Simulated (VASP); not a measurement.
# CdF2 (Fm-3m) in VASP: notebook, part 2 of 2

VASP 6.6.1.

## (5) Relaxation of cell and atoms, PBE, target pressure 20 GPa, at which the enthalpy is minimised

INCAR reads:

```
SYSTEM = CdF2
PREC = Accurate
ENCUT = 600
EDIFF = 1E-7
ISMEAR = -1
SIGMA = 0.05
LREAL = .FALSE.
LASPH = .TRUE.
NELM = 80
ALGO = Normal
ISIF = 3
LWAVE = .FALSE.
LCHARG = .FALSE.
GGA = PE
IBRION = 2
NSW = 60
EDIFFG = -0.01
PSTRESS = 200.0
```

KPOINTS reads:

```
Automatic mesh
0
G
  9 9 9
  0 0 0
```

POSCAR reads:

```
CdF2
1.0
    0.0000000000      2.6940000000      2.6940000000
    2.6940000000      0.0000000000      2.6940000000
    2.6940000000      2.6940000000      0.0000000000
Cd F
1 2
Direct
    0.0000000000      0.0000000000      0.0000000000
    0.7500000000      0.7500000000      0.7500000000
    0.2500000000      0.2500000000      0.2500000000
```

Potentials or basis: VASP PAW PBE potentials, release 64 (Cd, F).

Run with:

```console
$ cat potpaw_PBE.64/Cd/POTCAR potpaw_PBE.64/F/POTCAR > POTCAR
$ mpirun -np 1 vasp_std > vasp.out
```

OUTCAR:

```text
SYSTEM = CdF2
   PREC = Accurate
   ENCUT = 600
   EDIFF = 1E-7
   ISMEAR = -1
   LREAL = .FALSE.
   LASPH = .TRUE.
   NELM = 80
   ISIF = 3
   GGA = PE
   IBRION = 2
   NSW = 60
   EDIFFG = -0.01
   PSTRESS = 200.0

 ion  position               nearest neighbor table
   1  0.000  0.000  0.000-   2 2.33   2 2.33   2 2.33   2 2.33   3 2.33   3 2.33   3 2.33   3 2.33

   2  0.750  0.750  0.750-   1 2.33   1 2.33   1 2.33   1 2.33
   3  0.250  0.250  0.250-   1 2.33   1 2.33   1 2.33   1 2.33

  LATTYP: Found a face centered cubic cell.
 ALAT       =     5.3880000000

  Lattice vectors:

 A1 = (   0.0000000000,   2.6940000000,   2.6940000000)
 A2 = (   2.6940000000,   0.0000000000,   2.6940000000)
 A3 = (   2.6940000000,   2.6940000000,   0.0000000000)

Analysis of symmetry for initial positions (statically):
=====================================================================
 Subroutine PRICEL returns:
 Original cell was already a primitive cell.

[... 174 lines left out ...]

 val. band max:       -1.3430344922   @ k =  -0.3333   0.4444   0.2222
 cond. band min:       1.7554481974   @ k =   0.0000   0.0000   0.0000
 fundamental gap:      3.0984826896
 Fermi energy:        -0.1510091561

 k-point     1 :       0.0000    0.0000    0.0000
  band No.  band energies     occupation
      1     -22.1194      2.00000
      2     -21.0142      2.00000
      3      -6.9289      2.00000
      4      -6.9289      2.00000
      5      -6.9289      2.00000
      6      -5.7208      2.00000
[... 626 lines left out ...]
--------------------------------------- Ionic step        5  -------------------------------------------

 number of electron      26.0000021 magnetization

 Free energy of the ion-electron system (eV)
  ---------------------------------------------------
  ext. energy  EPLUGINS =         0.00000000
  ---------------------------------------------------
  free energy    TOTEN  =       -10.59887014 eV

  energy without entropy =      -10.59887014  energy(sigma->0) =      -10.59887014

 E-fermi :   0.5170     XC(G=0): -10.9202

 val. band max:       -0.5949242227   @ k =  -0.3333   0.4444   0.2222
 cond. band min:       2.8338728611   @ k =   0.0000   0.0000   0.0000
 fundamental gap:      3.4287970838
 Fermi energy:         0.5170452931

 k-point     1 :       0.0000    0.0000    0.0000
  band No.  band energies     occupation
      1     -21.9367      2.00000
      2     -20.5485      2.00000
      3      -6.5453      2.00000
      4      -6.5453      2.00000
      5      -6.5453      2.00000
      6      -4.8923      2.00000
[... 505 lines left out ...]
  energy  without entropy=      -10.5988701401  energy(sigma->0) =      -10.59887014

  enthalpy is  TOTEN    =        -6.1449500860 eV   P V=        4.4539200541

 reached required accuracy - stopping structural energy minimisation
```

Wall time 46 s (1 thread of Intel Xeon 6975P-C (Granite Rapids), shared host); peak memory 0.19 GiB.

Results:

| Item | Value |
| --- | --- |
| Free energy | -10.5989 eV |
| Relaxed volume | 11.89 Å³/atom |
| Relaxed cell | a = 3.695 Å, b = 3.695 Å, c = 3.695 Å, α = 60.00°, β = 60.00°, γ = 60.00° |
| Space group after relaxing (to 0.05 Å) | Fm-3m (No. 225) |
| Energy change on relaxing (the enthalpy is what falls) | +88.1 meV/atom |
| Ionic steps | 5 |
| Pressure after relaxing | 19.9 GPa |
| Band gap on the k mesh | 3.43 eV, indirect (least direct gap 3.77 eV) |

Step by step:
| step | energy change (eV) | largest force (eV/Å) | pressure (GPa) | volume (Å³) |
| --- | --- | --- | --- | --- |
| 1 | 0.0000 | 0.0000 | 6.01 | 39.10 |
| 2 | 0.7273 | 0.0000 | 36.83 | 33.01 |
| 3 | 0.2625 | 0.0000 | 19.81 | 35.69 |
| 4 | 0.2708 | 0.0000 | 20.15 | 35.63 |
| 5 | 0.2642 | 0.0000 | 19.87 | 35.68 |

Final structure:
```
Cd F
1.0
     0.00000    2.61295    2.61295
     2.61295    0.00000    2.61295
     2.61295    2.61295    0.00000
Cd F
1 2
Direct
  0.00000 0.00000 0.00000
  0.75000 0.75000 0.75000
  0.25000 0.25000 0.25000
```

Levels at points of the mesh, in eV from the valence-band top:
| k point | band 11 | band 12 | band 13 | band 14 | band 15 | band 16 |
| --- | --- | --- | --- | --- | --- | --- |
| (0.00, 0.00, 0.00) | -0.34 | -0.34 | -0.34 | 3.43 | 13.15 | 13.15 |

Caveat: the cell is relaxed towards a set pressure, so the enthalpy falls and the energy may rise. A hybrid or GW would open this gap; PBE tends to underestimate it.

## (6) Relaxation of cell and atoms, PBE, target pressure 30 GPa, at which the enthalpy is minimised

INCAR reads:

```
SYSTEM = CdF2
ALGO = Normal
EDIFF = 1E-6
EDIFFG = -0.01
ENCUT = 600
GGA = PE
IBRION = 2
ISIF = 3
ISMEAR = -1
LASPH = .True.
LCHARG = .False.
LREAL = .False.
LWAVE = .False.
NELM = 80
NSW = 60
PREC = Accurate
PSTRESS = 300.0
SIGMA = 0.05
```

KPOINTS reads:

```
k-points
0
Gamma
  9 9 9
  0 0 0
```

POSCAR is that of step 5.

Potentials or basis: VASP PAW PBE potentials, release 64 (Cd, F).

Run with:

```console
$ cat potpaw_PBE.64/Cd/POTCAR potpaw_PBE.64/F/POTCAR > POTCAR
$ mpirun -np 1 vasp_std > vasp.out
```

Wall time 52 s (1 thread of Intel Xeon 6975P-C (Granite Rapids), shared host); peak memory 0.19 GiB.

Results (log left out):

```yaml
Free_energy: -10.3340 eV
Relaxed_volume: 11.32 Å³/atom
Relaxed_cell: a = 3.635 Å, b = 3.635 Å, c = 3.635 Å, α = 60.00°, β = 60.00°, γ = 60.00°
Space_group_after_relaxing_to_0.05_Å: Fm-3m (No. 225)
Energy_change_on_relaxing_the_enthalpy_is_what_falls: +176.4 meV/atom
Ionic_steps: 7
Pressure_after_relaxing: 29.9 GPa
Band_gap_on_the_k_mesh: 3.61 eV, indirect (least direct gap 3.86 eV)
```

Step by step:
```csv
step,energy change (eV),largest force (eV/Å),pressure (GPa),volume (Å³)
1,0.0000,0.0000,6.03,39.10
2,2.0962,0.0000,78.95,29.07
3,0.5009,0.0000,28.95,34.12
4,0.5248,0.0000,29.82,33.99
5,0.5432,0.0000,30.49,33.89
6,0.5149,0.0000,29.47,34.04
7,0.5291,0.0000,29.93,33.96
```

Final structure:
```cif
data_structure
_symmetry_space_group_name_H-M 'P 1'
_symmetry_Int_Tables_number 1
_cell_length_a 3.6350
_cell_length_b 3.6350
_cell_length_c 3.6350
_cell_angle_alpha 60.000
_cell_angle_beta 60.000
_cell_angle_gamma 60.000
_cell_volume 33.96
loop_
_atom_site_label
_atom_site_type_symbol
_atom_site_fract_x
_atom_site_fract_y
_atom_site_fract_z
_atom_site_occupancy
Cd1 Cd 0.00000 0.00000 0.00000 1
F1 F 0.75000 0.75000 0.75000 1
F2 F 0.25000 0.25000 0.25000 1
```

Levels at points of the mesh, in eV from the valence-band top:
```csv
k point,band 10,band 11,band 12,band 13,band 14,band 15,band 16,band 17
"(0.00, 0.00, 0.00)",-1.37,-0.25,-0.25,-0.25,3.61,13.36,13.36,13.36
```

Caveat: the cell is relaxed towards a set pressure, so the enthalpy falls and the energy may rise. Expect the measured gap to be larger: semilocal functionals such as PBE lack the derivative discontinuity.

## (7) Overview

```csv
cell,gap on the mesh (eV),pressure (GPa)
relaxed to 2 GPa,2.97,2.0
relaxed to 5 GPa,3.07,5.0
relaxed to 10 GPa,3.21,10.0
relaxed to 20 GPa,3.43,19.9
relaxed to 30 GPa,3.61,29.9
```

Alike in all rows: task relaxation of cell and atoms; level PBE; potentials or basis VASP PAW PBE potentials, release 64 (Cd, F); no spin polarisation; k mesh 9 × 9 × 9; cutoff (eV) 600; smearing fermi-dirac 0.05 eV.

Caveats: the cell is relaxed towards a set pressure, so the enthalpy falls and the energy may rise.

Total energies depend on the potentials used, so only differences within one code and one set of settings carry meaning.
